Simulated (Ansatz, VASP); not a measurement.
**One calculation of AlN, two programs**

```
Al N
1.0
     3.34120    0.00000    0.00000
    -1.67060    2.89356    0.00000
     0.00000    0.00000    4.34830
Al N
2 2
Direct
  0.33333 0.66667 0.75000
  0.66667 0.33333 0.25000
  0.33333 0.66667 0.25000
  0.66667 0.33333 0.75000
```

Alike in both runs: task single point; functional PBEsol; k mesh 9 × 9 × 6; occupations gaussian, width 0.05 eV; no spin polarisation.

|  | VASP | Ansatz |
| --- | --- | --- |
| version | VASP 6.6.1 | Ansatz 0.2.0 |
| potentials or method | VASP PAW PBE potentials, release 64 (Al, N), cutoff 520 eV | scalar-relativistic, plane waves, PAW |
| valence electrons in the cell | 16 | 16 |

VASP gave:

```
gap on the k mesh at the Fermi level (eV)                     : 2.69
least direct gap on the mesh (eV)                             : 2.69
pressure (GPa)                                                : -12.6
traceless stress, the component that is largest in VASP (GPa) : -1.39
```

**Question.** What did Ansatz give for the same quantities?

**Answer.** gap on the k mesh at the Fermi level (eV): 2.68; least direct gap on the mesh (eV): 2.68; pressure (GPa): -12.5; traceless stress, the component that is largest in VASP (GPa): -1.37.

VASP's potentials were made for PBE, not for PBEsol. With one functional, cell and mesh, what is left measures potentials, basis and numerics.
